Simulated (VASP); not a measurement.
# TaN (CsCl type) (Pm-3m) in VASP: a series of runs

The runs below take TaN (CsCl type) through single point, relaxation of cell and atoms, with PBE.

All numbers are computed with VASP 6.6.1; they aren't measurements. Logs are shortened: lines on timing, memory, paths and dates and some standing lists are left out, and cuts for length are marked.

## (1) The cell of the first run

It takes space group Pm-3m (No. 221, cubic). The conventional cell has a = 2.750 Å, b = 2.750 Å, c = 2.750 Å, α = 90.00°, β = 90.00°, γ = 90.00°. Ta (site symmetry m-3m) has 8 N at 2.38 Å and 6 Ta at 2.75 Å within 3.1 Å. N (site symmetry m-3m) has 8 Ta at 2.38 Å and 6 N at 2.75 Å within 3.1 Å.

## (2) Single point, PBE

Contents of INCAR:

```
  PREC = Accurate
  ENCUT = 520
  EDIFF = 1E-6
  ISMEAR = -1
  SIGMA = 0.08
  LREAL = F
  LASPH = T
  NELM = 60
  ALGO = Normal
  ISIF = 2
  LWAVE = F
  LCHARG = F
  GGA = PE
  NBANDS = 15
```

Contents of KPOINTS:

```
regular mesh
0
Gamma
  14 14 14
```

Contents of POSCAR:

```
TaN
1.0
    2.7501471921      0.0000000000      0.0000000000
    0.0000000000      2.7501471921      0.0000000000
    0.0000000000      0.0000000000      2.7501471921
Ta N
1 1
Direct
    0.0000000000      0.0000000000      0.0000000000
    0.5000000000      0.5000000000      0.5000000000
```

Potentials or basis: VASP PAW PBE potentials, release 64 (Ta_pv, N).

Run with:

```
cat potpaw_PBE.64/Ta_pv/POTCAR potpaw_PBE.64/N/POTCAR > POTCAR
mpirun -np 1 vasp_std > vasp.out
```

OUTCAR:

```text
PREC = Accurate
   ENCUT = 520
   EDIFF = 1E-6
   ISMEAR = -1
   LREAL = F
   LASPH = T
   NELM = 60
   ISIF = 2
   GGA = PE

 ion  position               nearest neighbor table
   1  0.000  0.000  0.000-   2 2.38   2 2.38   2 2.38   2 2.38   2 2.38   2 2.38   2 2.38   2 2.38

   2  0.500  0.500  0.500-   1 2.38   1 2.38   1 2.38   1 2.38   1 2.38   1 2.38   1 2.38   1 2.38

  LATTYP: Found a simple cubic cell.
 ALAT       =     2.7501471921

  Lattice vectors:

 A1 = (   2.7501471921,   0.0000000000,   0.0000000000)
 A2 = (   0.0000000000,   2.7501471921,   0.0000000000)
 A3 = (   0.0000000000,   0.0000000000,   2.7501471921)

Analysis of symmetry for initial positions (statically):
=====================================================================
 Subroutine PRICEL returns:
 Original cell was already a primitive cell.

 Routine SETGRP: Setting up the symmetry group for a
 simple cubic supercell.

 Subroutine GETGRP returns: Found 48 space group operations
[... 9 lines left out ...]

 Routine SETGRP: Setting up the symmetry group for a
 simple cubic supercell.

 Subroutine GETGRP returns: Found 48 space group operations
[... 11 lines left out ...]
                                     Primitive cell

  volume of cell :      20.8002

  direct lattice vectors                    reciprocal lattice vectors
     2.750147192  0.000000000  0.000000000     0.363616901  0.000000000  0.000000000
     0.000000000  2.750147192  0.000000000     0.000000000  0.363616901  0.000000000
     0.000000000  0.000000000  2.750147192     0.000000000  0.000000000  0.363616901

  length of vectors
     2.750147192  2.750147192  2.750147192     0.363616901  0.363616901  0.363616901

  position of ions in fractional coordinates (direct lattice)
     0.000000000  0.000000000  0.000000000
     0.500000000  0.500000000  0.500000000

  ion indices of the primitive-cell ions
   primitive index   ion index
                 1           1
                 2           2

----------------------------------------------------------------------------------------

 KPOINTS: regular mesh

Automatic generation of k-mesh.
 Grid dimensions read from file:
 generate k-points for:   14   14   14

 Generating k-lattice:

  Cartesian coordinates                     Fractional coordinates (reciprocal lattice)
     0.025972636  0.000000000  0.000000000     0.071428571  0.000000000  0.000000000
     0.000000000  0.025972636  0.000000000     0.000000000  0.071428571  0.000000000
     0.000000000  0.000000000  0.025972636     0.000000000  0.000000000  0.071428571

  Length of vectors
     0.025972636  0.025972636  0.025972636

  Shift w.r.t. Gamma in fractional coordinates (k-lattice)
[... 56 lines left out ...]
   IBRION =     -1    ionic relax: 0-MD 1-quasi-New 2-CG
   NFREE  =      0    steps in history (QN), initial steepest desc. (CG)
   ISIF   =      2    stress and relaxation
   ISYM   =      2    0-nonsym 1-usesym 2-fastsym
   POTIM  = 0.5000    time-step for ionic-motion
   TEBEG  =    0.0;   TEEND  =   0.0 temperature during run
   PSTRESS=    0.0 pullay stress
   NELECT =      16.0000    total number of electrons
   NUPDOWN=      -1.0000    fix difference up-down
   EMIN   =  10.00;   EMAX   =-10.00  energy-range for DOS
   EFERMI =   0.00;   METHOD = LEGACY
   ISMEAR =    -1;   SIGMA  =   0.08  broadening in eV -4-tet -1-fermi 0-gaus
   EFERMI_NEDOS =   21; number of points for ismear=-14 and -15
   IALGO  =     38    algorithm
   IMIX   =      4    mixing-type and parameters
     AMIX     =   0.40;   BMIX     =  1.00
     AMIX_MAG =   1.60;   BMIX_MAG =  1.00
  volume/ion in A,a.u.               =      10.40        70.18
  Fermi-wavevector in a.u.,A,eV,Ry     =   1.500003  2.834595 30.613244  2.250010
  Thomas-Fermi vector in A             =   2.611560
   LORBIT       =      0    0 simple, 1 ext, 2 COOP (PROOUT), +10 PAW based schemes
   GGA     = PE    functional components
   LHFCALC =     F    Hartree Fock is set to
   AEXX    =    0.0000 exact exchange contribution
   IVDW    =     0    specifies the selected vdW correction
   LEPSILON=     F    determine dielectric tensor
   LRPA    =     F    only Hartree local field effects (RPA)
 non-spin polarized calculation
  energy-cutoff  :      520.00
  volume of cell :       20.80
 maximum number of plane-waves:       587
   NGX = 11   NGY = 11   NGZ = 11

 number of electron      16.0000010 magnetization

 Free energy of the ion-electron system (eV)
  ---------------------------------------------------
  ext. energy  EPLUGINS =         0.00000000
  ---------------------------------------------------
  free energy    TOTEN  =       -20.86642608 eV

  energy without entropy =      -20.86344143  energy(sigma->0) =      -20.86493375

 E-fermi :   9.3167     XC(G=0): -13.6219

 val. band max:        9.1680080671   @ k =   0.2143   0.2143   0.0714
 cond. band min:       9.3627075520   @ k =   0.2857   0.2143   0.2143
 fundamental gap:      0.1946994849
 Fermi energy:         9.3167164620

 k-point     1 :       0.0000    0.0000    0.0000
  band No.  band energies     occupation
      1     -25.9603      2.00000
      2     -25.9603      2.00000
      3     -25.9603      2.00000
      4      -8.9977      2.00000
      5       4.4866      2.00000
      6       4.4866      2.00000
      7       6.5821      2.00000
      8       6.5821      2.00000
      9       6.5821      2.00000
     10      11.4728      0.00000
     11      13.1463      0.00000
     12      13.1463      0.00000
     13      13.1463      0.00000
     14      22.0331      0.00000
[... 401 lines left out ...]
      2     -26.3392      2.00000
      3     -25.8193      2.00000
      4      -6.8666      2.00000
      5       1.1533      2.00000
      6       3.9441      2.00000
      7       5.4986      2.00000
      8       6.6557      2.00000
      9      11.5244      0.00000
     10      11.6150      0.00000
     11      11.8782      0.00000
     12      13.6958      0.00000
     13      16.9053      0.00000
     14      22.0306      0.00000
     15      22.3902      0.00000

 [... further k-points ...]
[... 5 lines left out ...]
  --------------------------------------------------------------------------------------
  -------------------------------------------------------------------------------------
  Total        0.0791030      0.0791030      0.0791030     -0.0000000      0.0000000      0.0000000
  in kB        6.0930617      6.0930617      6.0930617     -0.0000000      0.0000000      0.0000000
  external PRESSURE =       6.0930617 kB  Pullay stress =       0.0000000 kB

 VOLUME and BASIS-vectors are now :
 -----------------------------------------------------------------------------
  energy-cutoff  :      520.00
  volume of cell :       20.80
      direct lattice vectors                 reciprocal lattice vectors
     2.750147192  0.000000000  0.000000000     0.363616901  0.000000000  0.000000000
     0.000000000  2.750147192  0.000000000     0.000000000  0.363616901  0.000000000
     0.000000000  0.000000000  2.750147192     0.000000000  0.000000000  0.363616901

 POSITION                                       TOTAL-FORCE (eV/Angst)
 -----------------------------------------------------------------------------------
      0.00000      0.00000      0.00000         0.000000      0.000000      0.000000
      1.37507      1.37507      1.37507         0.000000      0.000000      0.000000
 -----------------------------------------------------------------------------------
    total drift:                                0.000000      0.000000      0.000000

  FREE ENERGIE OF THE ION-ELECTRON SYSTEM (eV)
  ---------------------------------------------------
  free  energy   TOTEN  =       -20.8664260842 eV

  energy  without entropy=      -20.8634414257  energy(sigma->0) =      -20.86493375
```

OSZICAR:

```text
N       E                     dE             d eps       ncg     rms          rms(c)
DAV:   1     0.968347878197E+02    0.96835E+02   -0.84836E+03  3608   0.111E+03
DAV:   2    -0.201230085661E+02   -0.11696E+03   -0.10993E+03  4384   0.304E+02
DAV:   3    -0.231560020588E+02   -0.30330E+01   -0.30165E+01  4048   0.475E+01
DAV:   4    -0.231677534015E+02   -0.11751E-01   -0.11746E-01  4671   0.320E+00
DAV:   5    -0.231678095486E+02   -0.56147E-04   -0.56146E-04  4071   0.203E-01    0.205E+01
DAV:   6    -0.209542978894E+02    0.22135E+01   -0.33733E+00  4398   0.215E+01    0.883E+00
DAV:   7    -0.208960733097E+02    0.58225E-01   -0.52809E-01  4027   0.580E+00    0.624E+00
DAV:   8    -0.208739839559E+02    0.22089E-01   -0.16901E-01  4258   0.350E+00    0.166E+00
DAV:   9    -0.208664904370E+02    0.74935E-02   -0.14942E-02  4139   0.990E-01    0.173E-01
DAV:  10    -0.208664864732E+02    0.39638E-05   -0.91561E-04  4566   0.334E-01    0.941E-02
DAV:  11    -0.208664257576E+02    0.60716E-04   -0.10661E-04  4083   0.940E-02    0.989E-03
DAV:  12    -0.208664260842E+02   -0.32659E-06   -0.89430E-06  4188   0.276E-02
   1 F= -.20866426E+02 E0= -.20864934E+02  d E =-.298466E-02
```

It took 28 s on 1 thread of Intel Xeon 6975P-C, shared host; peak memory 0.15 GiB.

What came out:

```
Free energy            : -20.8664 eV
Pressure               : 0.6 GPa
Band gap on the k mesh : zero (band 8 reaches 15.33 eV, above the bottom of band 9 at 6.58 eV)
```

Caveat: spin-orbit coupling is left out, which moves the levels of the heavy elements.

## (3) Single point, PBE

Contents of INCAR:

```
SYSTEM = TaN
PREC     = Accurate       ! precision mode
ENCUT    = 520            ! plane-wave cutoff, eV
EDIFF    = 1E-6           ! SCF threshold, eV
ISMEAR   = -1             ! smearing method
SIGMA    = 0.08           ! smearing width, eV
LREAL    = .False.        ! projectors in reciprocal space
LASPH    = .True.         ! aspherical terms in the spheres
NELM     = 100            ! most SCF steps
ALGO     = Normal         ! electronic algorithm
ISIF     = 2              ! what is computed and relaxed
LWAVE    = .False.        ! write WAVECAR
LCHARG   = .False.        ! write CHGCAR
GGA      = PE             ! functional
NBANDS   = 15             ! bands
```

Contents of KPOINTS:

```
Automatic mesh
0
Gamma
  14 14 14
  0 0 0
```

Contents of POSCAR:

```
TaN
1.0
    2.7509579900      0.0000000000      0.0000000000
    0.0000000000      2.7509579900      0.0000000000
    0.0000000000      0.0000000000      2.7509579900
Ta N
1 1
Direct
    0.0000000000      0.0000000000      0.0000000000
    0.5000000000      0.5000000000      0.5000000000
```

Potentials or basis: VASP PAW PBE potentials, release 64 (Ta_pv, N).

Run with:

```
cat potpaw_PBE.64/Ta_pv/POTCAR potpaw_PBE.64/N/POTCAR > POTCAR
mpirun -np 1 vasp_std > vasp.out
```

OUTCAR:

```text
SYSTEM = TaN
   PREC = Accurate
   ENCUT = 520
   EDIFF = 1E-6
   ISMEAR = -1
   LREAL = .False.
   LASPH = .True.
   NELM = 100
   ISIF = 2
   GGA = PE

 ion  position               nearest neighbor table
   1  0.000  0.000  0.000-   2 2.38   2 2.38   2 2.38   2 2.38   2 2.38   2 2.38   2 2.38   2 2.38

   2  0.500  0.500  0.500-   1 2.38   1 2.38   1 2.38   1 2.38   1 2.38   1 2.38   1 2.38   1 2.38

  LATTYP: Found a simple cubic cell.
 ALAT       =     2.7509579900

  Lattice vectors:

 A1 = (   2.7509579900,   0.0000000000,   0.0000000000)
 A2 = (   0.0000000000,   2.7509579900,   0.0000000000)
 A3 = (   0.0000000000,   0.0000000000,   2.7509579900)

Analysis of symmetry for initial positions (statically):
=====================================================================
 Subroutine PRICEL returns:
 Original cell was already a primitive cell.

 Routine SETGRP: Setting up the symmetry group for a
 simple cubic supercell.

 Subroutine GETGRP returns: Found 48 space group operations
[... 9 lines left out ...]

 Routine SETGRP: Setting up the symmetry group for a
 simple cubic supercell.

 Subroutine GETGRP returns: Found 48 space group operations
[... 155 lines left out ...]
 Fermi energy:         9.3060871055

 k-point     1 :       0.0000    0.0000    0.0000
  band No.  band energies     occupation
      1     -25.9725      2.00000
      2     -25.9725      2.00000
      3     -25.9725      2.00000
      4      -9.0000      2.00000
      5       4.4815      2.00000
      6       4.4815      2.00000
      7       6.5737      2.00000
      8       6.5737      2.00000
      9       6.5737      2.00000
     10      11.4517      0.00000
     11      13.1315      0.00000
     12      13.1315      0.00000
     13      13.1315      0.00000
     14      22.0209      0.00000
[... 401 lines left out ...]
      2     -26.3503      2.00000
      3     -25.8319      2.00000
      4      -6.8719      2.00000
      5       1.1485      2.00000
      6       3.9379      2.00000
      7       5.4920      2.00000
      8       6.6477      2.00000
      9      11.5120      0.00000
     10      11.6020      0.00000
     11      11.8628      0.00000
     12      13.6805      0.00000
     13      16.8854      0.00000
     14      22.0183      0.00000
     15      22.3754      0.00000

 [... further k-points ...]
[... 5 lines left out ...]
  --------------------------------------------------------------------------------------
  -------------------------------------------------------------------------------------
  Total        0.0424346      0.0424346      0.0424346     -0.0000000      0.0000000     -0.0000000
  in kB        3.2657218      3.2657218      3.2657218     -0.0000000      0.0000000     -0.0000000
  external PRESSURE =       3.2657218 kB  Pullay stress =       0.0000000 kB

 VOLUME and BASIS-vectors are now :
 -----------------------------------------------------------------------------
  energy-cutoff  :      520.00
  volume of cell :       20.82
      direct lattice vectors                 reciprocal lattice vectors
     2.750957990  0.000000000  0.000000000     0.363509731  0.000000000  0.000000000
     0.000000000  2.750957990  0.000000000     0.000000000  0.363509731  0.000000000
     0.000000000  0.000000000  2.750957990     0.000000000  0.000000000  0.363509731

 POSITION                                       TOTAL-FORCE (eV/Angst)
 -----------------------------------------------------------------------------------
      0.00000      0.00000      0.00000         0.000000      0.000000      0.000000
      1.37548      1.37548      1.37548         0.000000      0.000000      0.000000
 -----------------------------------------------------------------------------------
    total drift:                                0.000000      0.000000      0.000000

  FREE ENERGIE OF THE ION-ELECTRON SYSTEM (eV)
  ---------------------------------------------------
  free  energy   TOTEN  =       -20.8665018608 eV

  energy  without entropy=      -20.8635090321  energy(sigma->0) =      -20.86500545
```

stdout:

```text
POSCAR found type information on POSCAR TaN
 POSCAR found :  2 types and       2 ions
 scaLAPACK will be used
 LDA part: xc-table for (Slater+PW92), standard interpolation
 POSCAR, INCAR and KPOINTS ok, starting setup
 FFT: planning ... GRIDC
 FFT: planning ... GRID_SOFT
 FFT: planning ... GRID
 WAVECAR not read
 entering main loop
```

Run time: 26 s. Hardware: 1 thread of Intel Xeon 6975P-C, shared host; peak memory 0.15 GiB.

What came out:

| Item | Value |
| --- | --- |
| Free energy | -20.8665 eV |
| Pressure | 0.3 GPa |
| Band gap on the k mesh | zero (band 8 reaches 15.32 eV, above the bottom of band 9 at 6.57 eV) |

Levels at points of the mesh, in eV from the Fermi level:
```csv
k point,band 4,band 5,band 6,band 7,band 8,band 9,band 10,band 11,band 12,band 13
"(0.00, 0.00, 0.00)",-18.31,-4.82,-4.82,-2.73,-2.73,-2.73,2.15,3.83,3.83,3.83
"(0.50, 0.00, 0.00)",-15.65,-9.96,-4.62,-4.62,-3.64,3.75,4.40,5.14,5.14,8.25
"(0.50, 0.50, 0.00)",-16.21,-5.95,-5.95,-3.74,-2.08,0.66,0.66,0.69,6.68,11.09
"(0.50, 0.50, 0.50)",-14.24,-9.02,-9.02,-9.02,6.01,6.01,6.01,6.97,6.97,8.06
```

Caveat: spin-orbit coupling is left out, which moves the levels of the heavy elements.

(Part 1 of 2 ends here.)
